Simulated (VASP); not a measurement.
Cd:

```
Cd
1.0
     2.97887    0.00000    0.00000
    -1.48944    2.57978    0.00000
     0.00000    0.00000    5.61765
Cd
2
Direct
  0.33333 0.66667 0.25000
  0.66667 0.33333 0.75000
```

| Quantity | Value |
| --- | --- |
| Program | VASP 6.6.1 |
| Task | relaxation of volume and atoms at fixed shape |
| Functional | LDA |
| Potentials or basis | VASP PAW LDA potentials, release 64 (Cd_sv_GW) |
| Cutoff | 630 eV |
| k mesh | 9 × 9 × 4 |
| Occupations | gaussian, width 0.1 eV |
| Spin | no spin polarisation |

At the start: pressure -3.9 GPa; volume 21.59 Å³/atom.

Task: How do energy, volume and symmetry change on relaxing?

Result: Over 3 steps the energy falls by 19.3 meV/atom and the volume is 20.13 Å³/atom (-6.7 %); space group P6_3/mmc (No. 194, to 0.1 Å) before and after.

Step by step:
```
step  energy change (eV)  largest force (eV/Å)  pressure (GPa)  volume (Å³)
   1              0.0000                0.0000           -3.91        43.17
   2             -0.0381                0.0000            0.56        39.96
   3             -0.0386                0.0000           -0.02        40.27
```

Final structure:
```
Cd
1.0
     2.91056    0.00000    0.00000
    -1.45528    2.52062    0.00000
     0.00000    0.00000    5.48883
Cd
2
Direct
  0.33333 0.66667 0.25000
  0.66667 0.33333 0.75000
```
